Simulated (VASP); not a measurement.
Input of a VASP 6.6.1 run:

INCAR

```
PREC = Accurate ; ENCUT = 600
EDIFF = 1E-6 ; ISMEAR = 0
SIGMA = 0.02 ; LREAL = False
LASPH = True ; NELM = 120
ALGO = Normal ; ISIF = 2
LWAVE = False ; LCHARG = False
GGA = PS ; NBANDS = 11
GGA_COMPAT = False
```

KPOINTS

```
Automatic mesh
0
Gamma
  8 8 8
```

Contents of POSCAR:

```
MgS
1.0
    0.0000000000      2.8257734861      2.8257734861
    2.8257734861      0.0000000000      2.8257734861
    2.8257734861      2.8257734861      0.0000000000
Mg S
1 1
Direct
    0.0000000000      0.0000000000      0.0000000000
    0.2500000000      0.2500000000      0.2500000000
```

Potentials or basis: VASP PAW PBE potentials, release 64 (Mg, S).

Command:

```sh
$ cat potpaw_PBE.64/Mg/POTCAR potpaw_PBE.64/S/POTCAR > POTCAR
$ mpirun -np 1 vasp_std > vasp.out
```

Problem. Predict the band gap on the k mesh.

Solution. 3.32 eV, direct.

Problem. Predict the pressure.

Solution. -0.1 GPa.

Caveat: the PAW data sets were made with another functional, which shifts forces and pressure a little. A k mesh can miss the band edges.
